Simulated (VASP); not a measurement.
Set up this calculation in VASP 6.6.1, as the native input.

```yaml
Task: single point
Functional: RPBE
Potentials_or_basis: VASP PAW PBE potentials, release 64 (Rb_sv)
Cutoff: 520 eV
k_mesh: 8 × 8 × 8
Occupations: fermi-dirac, width 0.1 eV
Spin: no spin polarisation
Dipole_correction: no
Further_INCAR_settings: ALGO = Normal; EDIFF = 1e-07; NBANDS = 10
```

The structure of Rb lies in POSCAR:

```
Rb
1.0
    4.6495837428      0.0000000000      0.0000000000
    0.0000000000      4.6495837428      0.0000000000
    0.0000000000      0.0000000000      4.6495837428
Rb
1
Direct
    0.0000000000      0.0000000000      0.0000000000
```

This isn't the form of Rb at room conditions, which is bcc.

These files were run (other wordings do the same):

INCAR

```
PREC = Accurate ; ENCUT = 520
EDIFF = 1E-7 ; ISMEAR = -1
SIGMA = 0.1 ; LREAL = F
LASPH = T ; NELM = 100
ALGO = Normal ; ISIF = 2
LWAVE = F ; LCHARG = F
GGA = RP ; NBANDS = 10
```

KPOINTS

```
regular mesh
0
Gamma
  8 8 8
```

Potentials or basis: VASP PAW PBE potentials, release 64 (Rb_sv).

Run with:

```console
$ cat potpaw_PBE.64/Rb_sv/POTCAR > POTCAR
$ mpirun -np 1 vasp_std > vasp.out
```

It gave:

| Quantity | Value |
| --- | --- |
| Pressure | 0.2 GPa |
| Band gap on the k mesh | zero (an odd number of electrons rules out a gap without spin polarisation) |

Caveat: the PAW data sets were made with another functional, which shifts forces and pressure a little.

Run time: 21 s on 1 thread of Intel(R) Xeon(R) Platinum 8488C (Sapphire Rapids), with other jobs on the host, peak memory 0.21 GiB.
